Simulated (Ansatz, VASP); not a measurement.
One calculation of GaAs, two programs

```xyz
2
Lattice="0.0000 2.8297 2.8297 2.8297 0.0000 2.8297 2.8297 2.8297 0.0000" Properties=species:S:1:pos:R:3 pbc="T T T"
Ga    0.0000    0.0000    0.0000
As    1.4149    1.4149    1.4149
```

Alike in both runs: functional PBEsol; k mesh 10 × 10 × 10; occupations gaussian, width 0.02 eV; no spin polarisation.

Ansatz relaxed the structure, and its values are those at the end. VASP's run is a single point on that final structure, the one shown.

```csv
,VASP,Ansatz
version,VASP 6.6.1,Ansatz 0.2.0
potentials or method,"VASP PAW PBE potentials, release 64 (Ga_d, As), cutoff 500 eV","scalar-relativistic, plane waves, PAW"
valence electrons in the cell,18,28
```

|  | VASP | Ansatz | Ansatz less VASP |
| --- | --- | --- | --- |
| gap on the k mesh at the Fermi level (eV) | 0.43 | 0.42 | -0.011 |
| least direct gap on the mesh (eV) | 0.43 | 0.42 | -0.011 |
| pressure (GPa) | 0.1 | 0.0 | -0.14 |

VASP's potentials were made for PBE, not for PBEsol, and Ansatz warns of the same on its side. The functional is the same, so the differences come from potentials, cutoffs and numerics. VASP's potentials hold 18 valence electrons a cell and Ansatz's 28, so a difference there can come from the potentials and not from the codes.
